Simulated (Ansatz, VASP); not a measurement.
## Al: VASP beside Ansatz

```
Al
1.0
     0.00000    1.87862    1.87862
     1.87862    0.00000    1.87862
     1.87862    1.87862    0.00000
Al
1
Cartesian
  0.0000 0.0000 0.0000
```

Alike in both runs: task single point; functional PBE; dispersion D3(BJ); k mesh 22 × 22 × 22; occupations gaussian, width 0.15 eV; no spin polarisation.

```csv
,VASP,Ansatz
version,VASP 6.6.1,Ansatz 0.2.0
potentials or method,"VASP PAW PBE potentials, release 64 (Al), cutoff 520 eV","scalar-relativistic, plane waves, PAW"
valence electrons in the cell,3,3
```

```csv
,VASP,Ansatz,Ansatz less VASP
gap on the k mesh at the Fermi level (eV),none,none,-
pressure (GPa),22.3,22.3,-0.03
```

A gap of «none» marks a metal or a gap that the smearing closes.
